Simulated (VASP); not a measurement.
# Ba (Im-3m) in VASP: further runs, part 2 of 2

VASP 6.6.1. The steps go on from the part before.

## 3. Single point, PBE

File INCAR:

```
SYSTEM = Ba
PREC = Accurate ; ENCUT = 520
EDIFF = 1E-6 ; ISMEAR = 1
SIGMA = 0.3 ; LREAL = .False.
LASPH = .True. ; NELM = 80
ALGO = Normal ; ISIF = 2
LWAVE = .False. ; LCHARG = .False.
GGA = PE ; NBANDS = 11
```

File KPOINTS:

```
regular mesh
0
Gamma
  9 9 9
  0 0 0
```

File POSCAR:

```
Ba
1.0
   -2.5124914082      2.5124914082      2.5124914082
    2.5124914082     -2.5124914082      2.5124914082
    2.5124914082      2.5124914082     -2.5124914082
Ba
1
Direct
    0.0000000000      0.0000000000      0.0000000000
```

Potentials or basis: VASP PAW PBE potentials, release 64 (Ba_sv).

On the command line:

```
cat potpaw_PBE.64/Ba_sv/POTCAR > POTCAR
mpirun -np 1 vasp_std > vasp.out
```

OUTCAR:

```text
SYSTEM = Ba
   PREC = Accurate
   ENCUT = 520
   EDIFF = 1E-6
   ISMEAR = 1
   LREAL = .False.
   LASPH = .True.
   NELM = 80
   ISIF = 2
   GGA = PE

 ion  position               nearest neighbor table
   1  0.000  0.000  0.000-

  LATTYP: Found a body centered cubic cell.
 ALAT       =     5.0249828164

  Lattice vectors:

 A1 = (  -2.5124914082,   2.5124914082,   2.5124914082)
 A2 = (   2.5124914082,  -2.5124914082,   2.5124914082)
 A3 = (   2.5124914082,   2.5124914082,  -2.5124914082)
[... 514 lines left out ...]
     11       7.3981     -0.00000

 [... further k-points ...]

------------------------ aborting loop because EDIFF is reached ----------------------------------------

  FORCE on cell =-STRESS in cart. coord.  units (eV):
  Direction    XX          YY          ZZ          XY          YZ          ZX
  --------------------------------------------------------------------------------------
  -------------------------------------------------------------------------------------
  Total        0.0055450      0.0055450      0.0055450      0.0000000      0.0000000     -0.0000000
  in kB        0.1400354      0.1400354      0.1400354      0.0000000      0.0000000     -0.0000000
  external PRESSURE =       0.1400354 kB  Pullay stress =       0.0000000 kB

 VOLUME and BASIS-vectors are now :
 -----------------------------------------------------------------------------
  energy-cutoff  :      520.00
  volume of cell :       63.44
      direct lattice vectors                 reciprocal lattice vectors
    -2.512491408  2.512491408  2.512491408     0.000000000  0.199005656  0.199005656
     2.512491408 -2.512491408  2.512491408     0.199005656  0.000000000  0.199005656
     2.512491408  2.512491408 -2.512491408     0.199005656  0.199005656  0.000000000

 POSITION                                       TOTAL-FORCE (eV/Angst)
 -----------------------------------------------------------------------------------
      0.00000      0.00000      0.00000         0.000000     -0.000000     -0.000000
 -----------------------------------------------------------------------------------
    total drift:                               -0.000000      0.000000     -0.000000

  FREE ENERGIE OF THE ION-ELECTRON SYSTEM (eV)
  ---------------------------------------------------
  free  energy   TOTEN  =        -1.9058835951 eV

  energy  without entropy=       -1.9130937060  energy(sigma->0) =       -1.90828697
```

stdout:

```text
POSCAR found type information on POSCAR Ba
 POSCAR found :  1 types and       1 ions
 scaLAPACK will be used
 LDA part: xc-table for (Slater+PW92), standard interpolation
 POSCAR, INCAR and KPOINTS ok, starting setup
 FFT: planning ... GRIDC
 FFT: planning ... GRID_SOFT
 FFT: planning ... GRID
 WAVECAR not read
 entering main loop
```

Run time: 27 s. Hardware: 1 thread of AMD EPYC 7R13, shared host; peak memory 0.15 GiB.

Results:

```yaml
Free_energy: -1.9059 eV
Pressure: 0.0 GPa
Band_gap_on_the_k_mesh: zero (bands 5 and 6 overlap by 0.91 eV)
```

Levels at points of the mesh, in eV from the Fermi level:
```
           k point  band 1  band 2  band 3  band 4  band 5  band 6  band 7  band 8  band 9  band 10
(0.00, 0.00, 0.00)  -28.91  -13.86  -13.86  -13.86   -2.75    1.81    1.81    1.81    3.21     3.21
```

Caveat: so wide a smearing shifts energies and pressures; spin-orbit coupling is left out, which moves the levels of the heavy elements.

## 4. Single point, PBE

File INCAR:

```
ALGO = Normal
EDIFF = 1E-6
ENCUT = 520
GGA = PE
ISIF = 2
ISMEAR = -1
LASPH = True
LCHARG = False
LREAL = False
LWAVE = False
NBANDS = 11
NELM = 100
PREC = Accurate
SIGMA = 0.1
```

File KPOINTS:

```
k-points
0
Gamma
  10 10 10
```

POSCAR is that of step 3.

On the command line:

```
cat potpaw_PBE.64/Ba_sv/POTCAR > POTCAR
mpirun -np 1 vasp_std > vasp.out
```

It took 36 s on 1 thread of AMD EPYC 7R13, shared host; peak memory 0.16 GiB.

The run converged. Its results:

```yaml
Free_energy: -1.9288 eV
Pressure: 0.0 GPa
Band_gap_on_the_k_mesh: zero (bands 5 and 6 overlap by 0.86 eV)
```

Levels at points of the mesh, in eV from the Fermi level:
```
           k point  band 1  band 2  band 3  band 4  band 5  band 6  band 7  band 8  band 9  band 10
(0.00, 0.00, 0.00)  -28.91  -13.86  -13.86  -13.86   -2.76    1.81    1.81    1.81    3.20     3.20
(0.50, 0.00, 0.00)  -28.87  -14.31  -14.01  -13.86   -0.90    0.68    1.21    3.17    3.75     5.17
(0.50, 0.50, 0.50)  -28.83  -14.17  -14.17  -14.17   -0.55   -0.55    4.31    4.31    4.31     4.69
```

Caveat: spin-orbit coupling is left out, which moves the levels of the heavy elements.

## 5. Single point, PBE

File INCAR:

```
PREC = Accurate ; ENCUT = 520
EDIFF = 1E-7 ; ISMEAR = -1
SIGMA = 0.1 ; LREAL = False
LASPH = True ; NELM = 60
ALGO = Normal ; ISIF = 2
LWAVE = False ; LCHARG = False
GGA = PE ; NBANDS = 11
```

File KPOINTS:

```
Automatic mesh
0
Gamma
  13 13 13
```

POSCAR is that of step 4.

On the command line:

```
cat potpaw_PBE.64/Ba_sv/POTCAR > POTCAR
mpirun -np 1 vasp_std > vasp.out
```

Run time: 65 s. Hardware: 1 thread of AMD EPYC 7R13, shared host; peak memory 0.18 GiB.

It converged, with:

* Free energy: -1.9290 eV
* Pressure: 0.0 GPa
* Band gap on the k mesh: zero (bands 5 and 6 overlap by 0.99 eV)

Levels at points of the mesh, in eV from the Fermi level:
| k point | band 2 | band 3 | band 4 | band 5 | band 6 | band 7 | band 8 | band 9 |
| --- | --- | --- | --- | --- | --- | --- | --- | --- |
| (0.00, 0.00, 0.00) | -13.86 | -13.86 | -13.86 | -2.76 | 1.81 | 1.81 | 1.81 | 3.20 |

Caveat: spin-orbit coupling is left out, which moves the levels of the heavy elements.

## 6. Single point, PBE

File INCAR:

```
SYSTEM = Ba
PREC = Accurate ; ENCUT = 520
EDIFF = 1E-6 ; ISMEAR = -1
SIGMA = 0.1 ; LREAL = .FALSE.
LASPH = .TRUE. ; NELM = 100
ALGO = Normal ; ISIF = 2
LWAVE = .FALSE. ; LCHARG = .FALSE.
GGA = PE ; NBANDS = 11
```

File KPOINTS:

```
Automatic mesh
0
G
  15 15 15
  0 0 0
```

POSCAR is that of step 5.

Potentials or basis: VASP PAW PBE potentials, release 64 (Ba_sv).

On the command line:

```
cat potpaw_PBE.64/Ba_sv/POTCAR > POTCAR
mpirun -np 1 vasp_std > vasp.out
```

OUTCAR:

```text
SYSTEM = Ba
   PREC = Accurate
   ENCUT = 520
   EDIFF = 1E-6
   ISMEAR = -1
   LREAL = .FALSE.
   LASPH = .TRUE.
   NELM = 100
   ISIF = 2
   GGA = PE

 ion  position               nearest neighbor table
   1  0.000  0.000  0.000-

  LATTYP: Found a body centered cubic cell.
 ALAT       =     5.0249828164

  Lattice vectors:

 A1 = (  -2.5124914082,   2.5124914082,   2.5124914082)
 A2 = (   2.5124914082,  -2.5124914082,   2.5124914082)
 A3 = (   2.5124914082,   2.5124914082,  -2.5124914082)

Analysis of symmetry for initial positions (statically):
=====================================================================
 Subroutine PRICEL returns:
 Original cell was already a primitive cell.

 Routine SETGRP: Setting up the symmetry group for a
 body centered cubic supercell.

 Subroutine GETGRP returns: Found 48 space group operations
 (whereof 48 operations were pure point group operations)
 out of a pool of 48 trial point group operations.

The static configuration has the point symmetry O_h .

[... 163 lines left out ...]

 k-point     1 :       0.0000    0.0000    0.0000
  band No.  band energies     occupation
      1     -27.2700      2.00000
      2     -12.2238      2.00000
      3     -12.2238      2.00000
      4     -12.2238      2.00000
      5      -1.1231      2.00000
      6       3.4473      0.00000
      7       3.4473      0.00000
      8       3.4473      0.00000
      9       4.8392      0.00000
     10       4.8392      0.00000
     11       8.5383      0.00000
[... 309 lines left out ...]
 k-point    24 :       0.4000    0.2000   -0.0000
  band No.  band energies     occupation
      1     -27.2247      2.00000
      2     -12.6189      2.00000
      3     -12.4324      2.00000
      4     -12.2697      2.00000
      5       1.2562      1.95704
      6       2.2584      0.00404
      7       2.4552      0.00057
      8       4.6916      0.00000
      9       5.4039      0.00000
     10       6.9343      0.00000
     11       7.2962      0.00000

 [... further k-points ...]

------------------------ aborting loop because EDIFF is reached ----------------------------------------

  FORCE on cell =-STRESS in cart. coord.  units (eV):
  Direction    XX          YY          ZZ          XY          YZ          ZX
  --------------------------------------------------------------------------------------
  -------------------------------------------------------------------------------------
  Total        0.0173780      0.0173780      0.0173780      0.0000000     -0.0000000      0.0000000
  in kB        0.4388708      0.4388708      0.4388708      0.0000000     -0.0000000      0.0000000
  external PRESSURE =       0.4388708 kB  Pullay stress =       0.0000000 kB

 VOLUME and BASIS-vectors are now :
 -----------------------------------------------------------------------------
  energy-cutoff  :      520.00
  volume of cell :       63.44
      direct lattice vectors                 reciprocal lattice vectors
    -2.512491408  2.512491408  2.512491408     0.000000000  0.199005656  0.199005656
     2.512491408 -2.512491408  2.512491408     0.199005656  0.000000000  0.199005656
     2.512491408  2.512491408 -2.512491408     0.199005656  0.199005656  0.000000000

 POSITION                                       TOTAL-FORCE (eV/Angst)
 -----------------------------------------------------------------------------------
      0.00000      0.00000      0.00000         0.000000      0.000000      0.000000
 -----------------------------------------------------------------------------------
    total drift:                                0.000000      0.000000     -0.000000

  FREE ENERGIE OF THE ION-ELECTRON SYSTEM (eV)
  ---------------------------------------------------
  free  energy   TOTEN  =        -1.9290207957 eV

  energy  without entropy=       -1.8848706142  energy(sigma->0) =       -1.90694570
```

stdout:

```text
POSCAR found type information on POSCAR Ba
 POSCAR found :  1 types and       1 ions
 scaLAPACK will be used
 LDA part: xc-table for (Slater+PW92), standard interpolation
 POSCAR, INCAR and KPOINTS ok, starting setup
 FFT: planning ... GRIDC
 FFT: planning ... GRID_SOFT
 FFT: planning ... GRID
 WAVECAR not read
 entering main loop
```

It took 86 s on 1 thread of AMD EPYC 7R13, shared host; peak memory 0.2 GiB.

Results:

| Property | Result |
| --- | --- |
| Free energy | -1.9290 eV |
| Pressure | 0.0 GPa |
| Band gap on the k mesh | zero (bands 5 and 6 overlap by 0.93 eV) |

Caveat: spin-orbit coupling is left out, which moves the levels of the heavy elements.

## 7. The runs side by side

| k mesh | smearing | gap on the mesh (eV) | pressure (GPa) |
| --- | --- | --- | --- |
| 9 × 9 × 9 | methfessel-paxton 0.2 eV | none | 0.0 |
| 9 × 9 × 9 | methfessel-paxton 0.3 eV | none | 0.0 |
| 10 × 10 × 10 | fermi-dirac 0.1 eV | none | 0.0 |
| 13 × 13 × 13 | fermi-dirac 0.1 eV | none | 0.0 |
| 15 × 15 × 15 | fermi-dirac 0.1 eV | none | 0.0 |

Alike in all rows: task single point; level PBE; potentials or basis VASP PAW PBE potentials, release 64 (Ba_sv); no spin polarisation; cell as given; cutoff (eV) 520.

Caveats: spin-orbit coupling is left out, which moves the levels of the heavy elements; so wide a smearing shifts energies and pressures (at least some runs).

Absolute energies hang on the potentials; compare differences alone.
